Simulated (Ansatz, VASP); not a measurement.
**One calculation of K, two programs**

Contents of INCAR:

```
PREC     = Accurate       # precision mode
ENCUT    = 520            # plane-wave cutoff, eV
EDIFF    = 1E-6           # SCF threshold, eV
ISMEAR   = 1              # smearing method
SIGMA    = 0.03           # smearing width, eV
LREAL    = F              # projectors in reciprocal space
LASPH    = T              # aspherical terms in the spheres
NELM     = 100            # most SCF steps
ALGO     = Normal         # electronic algorithm
ISIF     = 2              # what is computed and relaxed
LWAVE    = F              # write WAVECAR
LCHARG   = T              # write CHGCAR
GGA      = PE             # functional
LELF     = T              # ELF
LVHAR    = T            
NBANDS   = 10             # bands
```

The input KPOINTS:

```
regular mesh
0
Gamma
  9 9 9
```

POSCAR

```
K
1.0
   -2.6417142217      2.6417142217      2.6417142217
    2.6417142217     -2.6417142217      2.6417142217
    2.6417142217      2.6417142217     -2.6417142217
K
1
Direct
    0.0000000000      0.0000000000      0.0000000000
```

Input for Ansatz:

```yaml
crystal:
  lattice:
    - [-2.6417142217, 2.6417142217, 2.6417142217]
    - [2.6417142217, -2.6417142217, 2.6417142217]
    - [2.6417142217, 2.6417142217, -2.6417142217]
  atoms:
    - { symbol: K, position: [0.0, 0.0, 0.0] }
hamiltonian:
  xc: pbe
  pseudopotentials:
    kind: paw
    azcp:
      K: "pseudopotentials/K.paw.azcp"
basis:
  ecutwfc: 420
  fft_grid_basis: typed
kpoints:
  mp_grid: { grid: [9, 9, 9], shift: [0, 0, 0] }
magnetization:
  spin_polarized: false
scf:
  occupations: { method: cold, width: 0.03 }
  lower_state_search: "off"
output:
  stress: true
  write_density: true
  write_potential: true
  elf: true
  volumetric_format: npy
```

Alike in both runs: task single point; functional PBE; k mesh 9 × 9 × 9; no spin polarisation.

```csv
,VASP,Ansatz
version,VASP 6.6.1,Ansatz 0.2.0
potentials or method,"VASP PAW PBE potentials, release 64 (K_sv), cutoff 520 eV","plane waves (420 eV) with PAW, scalar-relativistic"
occupations,"methfessel-paxton of order 1, width 0.03 eV","cold, width 0.03 eV"
valence electrons in the cell,9,9
```

|  | VASP | Ansatz | Ansatz less VASP |
| --- | --- | --- | --- |
| pressure (GPa) | 0.0 | 0.0 | +0.01 |
